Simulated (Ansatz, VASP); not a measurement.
Re: VASP beside Ansatz

The input INCAR:

```
PREC = Accurate ; ENCUT = 520
EDIFF = 1E-7 ; ISMEAR = -1
SIGMA = 0.1 ; LREAL = F
LASPH = T ; NELM = 60
ALGO = Normal ; ISIF = 2
LWAVE = F ; LCHARG = F
GGA = PS ; NBANDS = 10
```

KPOINTS

```
Automatic mesh
0
Gamma
  15 15 15
```

Contents of POSCAR:

```
Re
1.0
    2.4078199927      0.0000000000      0.0000000000
    0.0000000000      2.4078199927      0.0000000000
    0.0000000000      0.0000000000      2.4078199927
Re
1
Direct
    0.0000000000      0.0000000000      0.0000000000
```

Input for Ansatz:

```yaml
crystal:
  lattice:
    - [2.4078199927, 0.0, 0.0]
    - [0.0, 2.4078199927, 0.0]
    - [0.0, 0.0, 2.4078199927]
  atoms:
    - { symbol: Re, position: [0.0, 0.0, 0.0] }
kpoints:
  mp_grid: { grid: [15, 15, 15] }
scf:
  occupations: { method: fermi_dirac, width: 0.1 }
hamiltonian:
  xc: pbesol
  pseudopotentials: { kind: all_electron, lapw: { basis_error: 0.001 } }
output:
  forces: true
  stress: true
  eigenvalues: true
  populations: true
```

Change from the starting cell: volume scaled by 0.84, LAPW.

Alike in both runs: task single point; functional PBEsol; k mesh 15 × 15 × 15; occupations fermi-dirac, width 0.1 eV; no spin polarisation.

|  | VASP | Ansatz |
| --- | --- | --- |
| version | VASP 6.6.1 | Ansatz 0.2.0 |
| potentials or method | VASP PAW PBE potentials, release 64 (Re), cutoff 520 eV | all-electron LAPW, scalar-relativistic |

Ansatz gave:

| Quantity | Value |
| --- | --- |
| pressure (GPa) | 70.9 |

Question: Estimate VASP's values.

Answer: Pressure (GPa): 70.3.

VASP's potentials were made for PBE, not for PBEsol. Both programs put the cell under a high pressure, so it lies far from rest at this level. Ansatz ran all-electron here, and VASP with PAW potentials.

Spin-orbit coupling is off throughout. Noted on VASP's run: the cell as given lies far from equilibrium.
